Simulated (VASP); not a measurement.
# Si16HC16 (a cell with a defect) in VASP: further runs

Runs on Si16HC16 (a cell with a defect). Level: PBE. Tasks: single point.

Program: VASP 6.6.1. These are calculated values, not measurements. Logs are shortened: lines on timing, memory, paths and dates and some standing lists are left out, and cuts for length are marked.

## 1. The cell of the first run

The cell holds a defect, 33 atoms: a = 6.188 Å, b = 6.188 Å, c = 10.129 Å, α = 90.00°, β = 90.00°, γ = 120.00°.

## 2. Single point, PBE, collinear spin

INCAR

```
ALGO = Normal
EDIFF = 1E-6
ENCUT = 520
GGA = PE
GGA_COMPAT = False
ISIF = 2
ISMEAR = -1
ISPIN = 2
LASPH = True
LCHARG = True
LELF = True
LORBIT = 11
LREAL = Auto
LVHAR = True
LWAVE = False
MAGMOM = 0.01 0 0 0 0.01 0 0 0 0.01 0 0.02 0 0 0 0 0 0.03 0 0 0.05 0.03 0.01 0 0.04 0.03 0 0.01 0.05 0.01 0 0 0.05 0.42
NBANDS = 90
NELM = 200
NUPDOWN = 1.0
PREC = Accurate
SIGMA = 0.01
```

KPOINTS

```
Automatic mesh
0
Gamma
  1 1 1
  0.25 0.25 0.25
```

POSCAR

```
Si16HC16
1.0
    6.1882622213      0.0000000589      0.0000000000
   -3.0941311616      5.3591922595      0.0000000000
    0.0000000000      0.0000000000     10.1293014700
Si C H
16 16 1
Direct
    0.3323292991      0.1667685907      0.9378347353
    0.1650277227      0.3342296103      0.4372699696
   -0.0004897142     -0.0019625910      0.6863074681
   -0.0020574563      0.0000570181      0.1883345262
    0.3324922649      0.6624358544      0.9373975314
    0.1651356230      0.8342218823      0.4369766769
   -0.0007830373      0.4994039537      0.6860661037
   -0.0020446446      0.5007871805      0.1881900076
    0.8363759177      0.1667364567      0.9374032345
    0.6647755752      0.3336349333      0.4369739433
    0.4996042097     -0.0011725209      0.6860488944
    0.4982750051      0.0004497465      0.1865491462
    0.8338197177      0.6654190771      0.9379010433
    0.6649779273      0.8341748657      0.4369916136
    0.5005487533      0.4990604623      0.6863015812
    0.4989214383      0.5006448985      0.1883941529
    0.3343597306      0.1639966359      0.7488664952
    0.1640857519      0.3348355865      0.2502003515
   -0.0009158714     -0.0000836790      0.5000472488
   -0.0023702127     -0.0038719726      0.0027265027
    0.3346012871      0.6659899273      0.7485053538
    0.1646858772      0.8350814431      0.2502467132
   -0.0010959792      0.5002690614      0.4999267563
   -0.0017780738      0.5013672009      0.0022695079
    0.8325995251      0.1642613963      0.7484585811
    0.6638183190      0.3340895323      0.2503467578
    0.4990802930     -0.0001714801      0.5000215471
    0.4996881035     -0.0005326149      0.0001122719
    0.8338721406      0.6648164471      0.7499475878
    0.6639286100      0.8349912765      0.2503340232
    0.4995158962      0.5001934358      0.5000605441
    0.5033590276      0.5012774092      0.0028664698
    0.1673078949      0.3335764250      0.8624163113
```

Potentials or basis: VASP PAW PBE potentials, release 64 (Si, C, H).

Launch:

```bash
cat potpaw_PBE.64/Si/POTCAR potpaw_PBE.64/C/POTCAR potpaw_PBE.64/H/POTCAR > POTCAR
mpirun -np 1 vasp_std > vasp.out
```

OUTCAR:

```text
EDIFF = 1E-6
   ENCUT = 520
   GGA = PE
   ISIF = 2
   ISMEAR = -1
   ISPIN = 2
   LASPH = True
   LORBIT = 11
   LREAL = Auto
   NELM = 200
   NUPDOWN = 1.0
   PREC = Accurate

 ion  position               nearest neighbor table
   1  0.332  0.167  0.938-  28 1.90  32 1.91  20 1.91  17 1.91  33 1.94   5 3.07   9 3.07  12 3.09
                            13 3.09  13 3.09  16 3.11   4 3.11  15 3.11   3 3.11   9 3.12  11 3.12
   2  0.165  0.334  0.437-  23 1.89  18 1.89  19 1.90  31 1.90   7 3.08  16 3.09   8 3.09   4 3.09
                             6 3.09  14 3.09  10 3.09  10 3.09  14 3.09   6 3.09  15 3.10   3 3.10
   3  1.000  0.998  0.686-  19 1.89  25 1.89  29 1.90  17 1.90   6 3.08   7 3.08  15 3.09  11 3.09
                            11 3.10  14 3.10   2 3.10  15 3.10   7 3.10   9 3.10  13 3.11   1 3.11
   4  0.998  0.000  0.188-  20 1.88  22 1.89  30 1.90  18 1.90  14 3.09   6 3.09  16 3.09   8 3.09
                             9 3.09   2 3.09  12 3.09  12 3.10   8 3.10  16 3.10   1 3.11  13 3.11
   5  0.332  0.662  0.937-  32 1.90  24 1.91  21 1.91  28 1.91  33 1.92   1 3.07   9 3.07  16 3.09
                            13 3.09  13 3.10  15 3.10  12 3.11   8 3.11   7 3.11   9 3.12  11 3.12
   6  0.165  0.834  0.437-  19 1.89  22 1.89  23 1.90  27 1.90   3 3.08   4 3.09   8 3.09  10 3.09
                            14 3.09   2 3.09   2 3.09  11 3.09  14 3.09   7 3.10  10 3.10  12 3.10
   7  0.999  0.499  0.686-  23 1.89  29 1.89  25 1.90  21 1.91   2 3.08   3 3.08  15 3.08  11 3.09
                            11 3.09  10 3.09   6 3.10  15 3.10   3 3.10   9 3.11  13 3.11   5 3.11
   8  0.998  0.501  0.188-  24 1.88  18 1.89  26 1.90  22 1.90  13 3.09  16 3.09  10 3.09   6 3.09
                             4 3.09   2 3.09  12 3.09  12 3.09   4 3.10  16 3.10   9 3.11   5 3.11
   9  0.836  0.167  0.937-  20 1.90  24 1.91  28 1.91  25 1.91  33 1.93   5 3.07   1 3.07   4 3.09
[... 16 lines left out ...]
  18  0.164  0.335  0.250-   8 1.89   2 1.89   4 1.90  16 1.90
  19  0.999  1.000  0.500-   3 1.89   6 1.89  14 1.90   2 1.90
  20  0.998  0.996  0.003-   4 1.88  13 1.89   9 1.90   1 1.91
  21  0.335  0.666  0.749-  15 1.89  11 1.89   7 1.91   5 1.91
  22  0.165  0.835  0.250-   4 1.89   6 1.89   8 1.90  12 1.90
[... 8 lines left out ...]
  31  0.500  0.500  0.500-  15 1.89  10 1.89  14 1.90   2 1.90
  32  0.503  0.501  0.003-  16 1.88  13 1.89   5 1.90   1 1.91
  33  0.167  0.334  0.862-   5 1.92   9 1.93   1 1.94

  LATTYP: Found a hexagonal cell.
 ALAT       =     6.1882622213
 C/A-ratio  =     1.6368571834

  Lattice vectors:

 A1 = (   6.1882622213,   0.0000000589,   0.0000000000)
 A2 = (  -3.0941311616,   5.3591922595,   0.0000000000)
 A3 = (   0.0000000000,   0.0000000000,  10.1293014700)

Analysis of symmetry for initial positions (statically):
=====================================================================
 Subroutine PRICEL returns:
 Original cell was already a primitive cell.

[... 225 lines left out ...]

 E-fermi :   7.6715     XC(G=0): -11.3519

 val. band max:        8.2718810437   @ k =  -0.2500  -0.2500   0.2500
 cond. band min:       9.2401223727   @ k =   0.5000   0.2500   0.2500
 fundamental gap:      0.9682413291
 Fermi energy:         8.5708951070

 spin component 1

 k-point     1 :       0.2500    0.2500    0.2500
  band No.  band energies     occupation
      1      -6.5905      1.00000
      2      -6.0048      1.00000
      3      -5.6029      1.00000
      4      -5.5102      1.00000
      5      -5.0440      1.00000
      6      -4.9558      1.00000
[... 463 lines left out ...]
     75      13.4882      0.00000
     76      13.5792      0.00000
 Fermi energy:         7.6714784109

 spin component 2

 k-point     1 :       0.2500    0.2500    0.2500
  band No.  band energies     occupation
      1      -6.5377      1.00000
      2      -5.9551      1.00000
      3      -5.5493      1.00000
      4      -5.4840      1.00000
      5      -4.9967      1.00000
      6      -4.9266      1.00000
[... 463 lines left out ...]
     75      13.5088      0.00000
     76      13.6076      0.00000
 [bands above 76 left out]

------------------------ aborting loop because EDIFF is reached ----------------------------------------

  FORCE on cell =-STRESS in cart. coord.  units (eV):
  Direction    XX          YY          ZZ          XY          YZ          ZX
  --------------------------------------------------------------------------------------
  -------------------------------------------------------------------------------------
  Total       -4.2173144     -5.5738263      9.4494165     -1.1565713     -0.0448219     -0.0025962
  in kB      -20.1140263    -26.5837637     45.0679734     -5.5161424     -0.2137731     -0.0123822
  external PRESSURE =      -0.5432722 kB  Pullay stress =       0.0000000 kB

 VOLUME and BASIS-vectors are now :
 -----------------------------------------------------------------------------
  energy-cutoff  :      520.00
  volume of cell :      335.93
      direct lattice vectors                 reciprocal lattice vectors
     6.188262221  0.000000059  0.000000000     0.161596254  0.093297643  0.000000000
    -3.094131162  5.359192260  0.000000000    -0.000000002  0.186595283  0.000000000
     0.000000000  0.000000000 10.129301470     0.000000000  0.000000000  0.098723491

 POSITION                                       TOTAL-FORCE (eV/Angst)
 -----------------------------------------------------------------------------------
      1.54054      0.89374      9.49961        -0.108202      0.049176     -0.030119
     -0.01292      1.79120      4.42924         0.109654     -0.060998     -0.003590
      3.09717      5.34867      6.95182         0.055984     -0.041047     -0.012348
      6.17535      0.00031      1.90770        -0.089974      0.052138     -0.003434
      0.00789      3.55012      9.49518        -0.116058      0.075854      0.011196
     -1.55929      4.47076      4.42627         0.107737     -0.053938     -0.015361
[... 25 lines left out ...]
      1.56390      2.68644      0.02904         0.062096     -0.048578     -0.040755
      0.00322      1.78770      8.73567        -0.000774     -0.017158     -0.001246
 -----------------------------------------------------------------------------------
    total drift:                                0.040236      0.023580      0.003356

  FREE ENERGIE OF THE ION-ELECTRON SYSTEM (eV)
  ---------------------------------------------------
  free  energy   TOTEN  =      -247.5162621575 eV

  energy  without entropy=     -247.5162621575  energy(sigma->0) =     -247.51626216

 total charge

# of ion       s       p       d       tot
------------------------------------------
    1        0.713   0.941   0.000   1.654
    2        0.717   0.956   0.000   1.673
    3        0.719   0.954   0.000   1.673
    4        0.719   0.957   0.000   1.676
    5        0.713   0.941   0.000   1.654
    6        0.717   0.958   0.000   1.675
[... 25 lines left out ...]
   32        0.853   1.669   0.000   2.522
   33        0.490   0.019   0.000   0.509
--------------------------------------------------
tot         25.582  41.978   0.000  67.561

 magnetization (x)

# of ion       s       p       d       tot
------------------------------------------
    1        0.002  -0.003   0.000  -0.001
    2        0.001   0.000   0.000   0.001
    3        0.001   0.003   0.000   0.004
    4        0.000   0.002   0.000   0.003
    5        0.002  -0.003   0.000  -0.001
    6        0.001   0.001   0.000   0.002
[... 25 lines left out ...]
   32        0.003   0.032   0.000   0.035
   33        0.245   0.002   0.000   0.247
--------------------------------------------------
tot          0.284   0.267   0.000   0.551
```

stdout:

```text
POSCAR found type information on POSCAR SiC H
 POSCAR found :  3 types and      33 ions
 scaLAPACK will be used
 LDA part: xc-table for (Slater+PW92), standard interpolation
 POSCAR, INCAR and KPOINTS ok, starting setup
 FFT: planning ... GRIDC
 FFT: planning ... GRID_SOFT
 FFT: planning ... GRID
 WAVECAR not read
 entering main loop
```

Run time: 8 min. Hardware: 1 thread of Intel Xeon Platinum 8559C (Emerald Rapids), shared host; peak memory 0.69 GiB.

Results:

| Property | Result |
| --- | --- |
| Free energy | -247.5163 eV |
| Pressure | -0.1 GPa |
| Largest force | 0.192 eV/Å |
| Net moment | 1.00 μB per cell |
| Site moments | Si -0.00, +0.00, +0.01, +0.03 (each value once); C +0.02, +0.00, +0.03, +0.01, +0.04 (each value once); H +0.25 μB |
| Valence electrons inside the program's atomic spheres | Si 1.65, 1.67, 1.68 (each value once); C 2.51, 2.52 (each value once); H 0.51 |

Forces on the atoms (eV/Å):
```
Si  -0.108  0.049 -0.030
Si   0.110 -0.061 -0.004
Si   0.056 -0.041 -0.012
Si  -0.090  0.052 -0.003
Si  -0.116  0.076  0.011
Si   0.108 -0.054 -0.015
Si   0.106 -0.051  0.019
Si  -0.091  0.071 -0.024
Si  -0.106  0.077 -0.009
Si   0.100 -0.047  0.005
Si   0.109 -0.039 -0.001
Si  -0.083  0.051  0.000
Si  -0.121  0.076 -0.009
Si   0.106 -0.061  0.006
Si   0.091 -0.030 -0.016
Si  -0.110  0.082  0.005
C   -0.124  0.090  0.000
C    0.165 -0.098  0.000
C   -0.082  0.036  0.006
C    0.102 -0.049 -0.023
C   -0.148  0.083  0.011
C    0.149 -0.102  0.003
C   -0.088  0.040  0.006
C    0.075 -0.075  0.074
C   -0.124  0.069  0.026
C    0.166 -0.091 -0.010
C   -0.102  0.058  0.004
C    0.072 -0.055  0.010
C   -0.139  0.079  0.004
C    0.147 -0.101  0.008
C   -0.090  0.032 -0.001
C    0.062 -0.049 -0.041
H   -0.001 -0.017 -0.001
```

Stress tensor (GPa, compression positive):
```
-2.01 -0.55  0.00
-0.55 -2.66 -0.02
 0.00 -0.02  4.51
```

Caveat: the k points lie up to 0.59 Å⁻¹ apart; the total moment is fixed, so each spin has its own Fermi level and the state may be an excited one.

## 3. Single point, PBE, collinear spin

INCAR

```
PREC = Accurate ; ENCUT = 520
EDIFF = 1E-6 ; ISMEAR = -1
SIGMA = 0.01 ; LREAL = Auto
LASPH = True ; NELM = 200
ALGO = Normal ; ISIF = 2
LWAVE = False ; LCHARG = False
ISPIN = 2 ; MAGMOM = 0 0 0 0 0.01 0 0.02 0 0.01 0 0 0 0.01 0 0 0 0.01 0 0 0.05 0.03 0 0.01 0.05 0.03 0.01 0 0.03 0.03 0 0 0.04 0.42
LORBIT = 11 ; NUPDOWN = 1.0
GGA = PE ; NBANDS = 90
GGA_COMPAT = False
```

KPOINTS is that of step 2.

POSCAR

```
Si16HC16
1.0
    6.1882622200      0.0000000600      0.0000000000
   -3.0941311600      5.3591922600      0.0000000000
    0.0000000000      0.0000000000     10.1293014700
Si C H
16 16 1
Direct
    0.3346284200      0.1654473445      0.9376942134
    0.1658356862      0.3340532000      0.4367685471
    0.0013357076     -0.0010160430      0.6860546467
   -0.0003399566      0.0005670669      0.1881979339
    0.3372321002      0.6668017063      0.9372020278
    0.1656624497      0.8336613892      0.4367746390
    0.0004941903      0.4986803742      0.6857806361
   -0.0008096587      0.5004334117      0.1864303163
    0.8334034217      0.1625905709      0.9371899236
    0.6660207265      0.3341431832      0.4368470339
    0.4999233165     -0.0006417352      0.6859473073
    0.4986760616      0.0007899957      0.1879855249
    0.8332315519      0.6667732231      0.9375427581
    0.6657815017      0.8341250700      0.4370842321
    0.5003081660      0.4980745206      0.6860989954
    0.4988351605      0.4999547271      0.1881196572
    0.3346723254      0.1648103616      0.7497293245
    0.1648889781      0.3349484788      0.2501194754
    0.0002768510      0.0000494981      0.4998529781
    0.0041473749      0.0012592116      0.0026430861
    0.3333882481      0.6642264923      0.7482959553
    0.1646152337      0.8340916637      0.2501377662
   -0.0000037992      0.4997218465      0.4998152389
    0.0005655923      0.4994915172     -0.0000824127
    0.8353862488      0.1658820996      0.7483183449
    0.6655596338      0.3350140535      0.2500980856
    0.4996980795      0.0001126567      0.4997882468
    0.4990738940      0.0013627323      0.0020283438
    0.8352735822      0.6638932187      0.7485989547
    0.6648353676      0.8347742069      0.2500387219
    0.4999516081      0.4998035941      0.4998611332
    0.4985400723      0.4962162431      0.0024859242
   -0.3316202472     -0.1668031614      0.8617145908
```

Potentials or basis: VASP PAW PBE potentials, release 64 (Si, C, H).

Launch:

```bash
cat potpaw_PBE.64/Si/POTCAR potpaw_PBE.64/C/POTCAR potpaw_PBE.64/H/POTCAR > POTCAR
mpirun -np 1 vasp_std > vasp.out
```

It took 7.9 min on 1 thread of Intel Xeon Platinum 8559C (Emerald Rapids), shared host; peak memory 0.68 GiB.

It converged, with:

- Free energy: -247.5164 eV
- Pressure: -0.1 GPa
- Largest force: 0.194 eV/Å
- Net moment: 1.00 μB per cell
- Site moments: Si +0.00, -0.00, +0.03, +0.01 (each value once); C +0.01, +0.00, +0.04, +0.02, +0.03 (each value once); H +0.25 μB
- Valence electrons inside the program's atomic spheres: Si 1.68, 1.67, 1.65 (each value once); C 2.52, 2.51 (each value once); H 0.51

Forces in eV/Å, atoms in the order of the input:
```
Si  -0.117  0.075 -0.006
Si   0.114 -0.062  0.006
Si   0.098 -0.031 -0.010
Si  -0.112  0.084 -0.003
Si  -0.101  0.074 -0.004
Si   0.104 -0.059  0.005
Si   0.102 -0.038  0.008
Si  -0.083  0.046 -0.017
Si  -0.113  0.061  0.016
Si   0.111 -0.060 -0.022
Si   0.115 -0.049  0.009
Si  -0.071  0.065 -0.029
Si  -0.113  0.051 -0.017
Si   0.117 -0.064 -0.005
Si   0.068 -0.050 -0.011
Si  -0.087  0.064 -0.006
C   -0.147  0.080  0.011
C    0.139 -0.102  0.008
C   -0.095  0.041 -0.004
C    0.060 -0.047 -0.039
C   -0.125  0.067  0.021
C    0.170 -0.093 -0.003
C   -0.112  0.063 -0.005
C    0.066 -0.050  0.016
C   -0.144  0.082  0.005
C    0.150 -0.100  0.007
C   -0.094  0.050  0.005
C    0.076 -0.068  0.077
C   -0.133  0.091 -0.001
C    0.163 -0.092 -0.008
C   -0.098  0.039  0.005
C    0.099 -0.055 -0.018
H   -0.004 -0.012  0.010
```

Stress tensor (GPa, compression positive):
```
-2.01 -0.56 -0.01
-0.56 -2.66 -0.01
-0.01 -0.01  4.51
```

Caveat: the k points lie up to 0.59 Å⁻¹ apart; the total moment is fixed, so each spin has its own Fermi level and the state may be an excited one.
